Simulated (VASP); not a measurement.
## Ru: single point with PBE

Crystal: Ru.

```
CELL_PARAMETERS angstrom
2.70580 0.00000 0.00000
-1.35290 2.34329 0.00000
0.00000 0.00000 4.28190
ATOMIC_POSITIONS crystal
Ru 0.33333 0.66667 0.25000
Ru 0.66667 0.33333 0.75000
```

```yaml
Program: VASP 6.6.1
Task: single point
Functional: PBE
Potentials_or_basis: VASP PAW PBE potentials, release 64 (Ru_pv)
Cutoff: 520 eV
k_mesh: 13 × 13 × 7
Occupations: fermi-dirac, width 0.05 eV
Spin: no spin polarisation
```

```yaml
Pressure: 4.4 GPa
Band_gap_on_the_k_mesh: zero (band 14 reaches 14.31 eV, above the bottom of band 15 at 11.32 eV)
```

Stress tensor (GPa, compression positive):
```
4.95 0.00 0.00
0.00 4.95 0.00
0.00 0.00 3.35
```

Levels at points of the mesh, in eV from the Fermi level:
```csv
k point,band 10,band 11,band 12,band 13,band 14,band 15,band 16,band 17,band 18,band 19
"(0.00, 0.00, 0.00)",-2.65,-2.47,-1.97,-1.97,-1.44,-1.44,1.13,1.13,1.25,10.24
```

Run time: 28 s on 1 thread of AMD EPYC 7R43 64-Core Processor (Zen 3), with other jobs on the host, peak memory 0.13 GiB.
